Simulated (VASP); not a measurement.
Input of a VASP 6.6.1 run:

The input INCAR:

```
  PREC = Accurate
  ENCUT = 500
  EDIFF = 1E-7
  ISMEAR = 0
  SIGMA = 0.02
  LREAL = F
  LASPH = T
  NELM = 120
  ALGO = Normal
  ISIF = 4
  LWAVE = F
  LCHARG = F
  IBRION = 2
  NSW = 50
  EDIFFG = -0.01
  GGA_COMPAT = F
  NELMIN = 4
```

KPOINTS

```
regular mesh
0
Gamma
  12 12 4
```

File POSCAR:

```
WS2
1.0
    3.1682458767      0.0000000000      0.0000000000
   -1.5841229383      2.7437814146      0.0000000000
    0.0000000000      0.0000000000     12.9094004201
W S
2 4
Direct
    0.3333333333      0.6666666667      0.2500000000
    0.6666666667      0.3333333333      0.7500000000
    0.3333333333      0.6666666667      0.6280480430
    0.6666666667      0.3333333333      0.1280480430
    0.3333333333      0.6666666667      0.8719519570
    0.6666666667      0.3333333333      0.3719519570
```

Potentials or basis: VASP PAW LDA potentials, release 64 (W_sv, S).

Run with:

```sh
$ cat potpaw_LDA.64/W_sv/POTCAR potpaw_LDA.64/S/POTCAR > POTCAR
$ mpirun -np 1 vasp_std > vasp.out
```

Q: What does it give for the band gap on the k mesh?

A: 1.24 eV (least direct gap 1.88 eV).

The path:
```csv
step,energy change (eV),largest force (eV/Å),pressure (GPa),volume (Å³)
1,0.0000,0.4496,-5.41,112.22
2,-0.0187,0.0015,-3.20,112.22
3,-0.0187,0.0237,-3.32,112.22
4,-0.0292,0.0073,-2.50,112.22
5,-0.0333,0.0114,-1.58,112.22
6,-0.0333,0.0122,-1.54,112.22
7,-0.0333,0.0060,-1.63,112.22
```

Caveat: spin-orbit coupling is left out, which moves the levels of the heavy elements. A k mesh can miss the band edges.
